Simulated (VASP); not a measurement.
Set up this calculation in VASP 6.6.1, as the native input.

* Task: single point
* Functional: revPBE
* Potentials or basis: VASP PAW PBE potentials, release 64 (Nb_sv)
* Cutoff: 520 eV
* k mesh: 22 × 22 × 22
* Occupations: fermi-dirac, width 0.1 eV
* Spin: no spin polarisation
* Dipole correction: no
* Further INCAR settings: ALGO = Normal; EDIFF = 1e-07; NBANDS = 12

The structure of Nb lies in POSCAR:

```
Nb
1.0
   -1.6616024869      1.6616024869      1.6616024869
    1.6616024869     -1.6616024869      1.6616024869
    1.6616024869      1.6616024869     -1.6616024869
Nb
1
Direct
    0.0000000000      0.0000000000      0.0000000000
```

One way to write it, as run:

INCAR

```
SYSTEM = Nb
  ALGO = Normal
  EDIFF = 1E-7
  ENCUT = 520
  GGA = RE
  ISIF = 2
  ISMEAR = -1
  LASPH = .TRUE.
  LCHARG = .FALSE.
  LREAL = .FALSE.
  LWAVE = .FALSE.
  NBANDS = 12
  NELM = 80
  PREC = Accurate
  SIGMA = 0.1
```

KPOINTS

```
k-points
0
G
  22 22 22
  0 0 0
```

Potentials or basis: VASP PAW PBE potentials, release 64 (Nb_sv).

The run is started by

```sh
$ cat potpaw_PBE.64/Nb_sv/POTCAR > POTCAR
$ mpirun -np 1 vasp_std > vasp.out
```

Results of the run:

```yaml
Pressure: 0.0 GPa
```

Caveat: the PAW data sets were made with another functional, which shifts forces and pressure a little.

Run time: 31 s on 1 thread of Intel(R) Xeon(R) Platinum 8488C (Sapphire Rapids), on a shared host, peak memory 0.19 GiB.
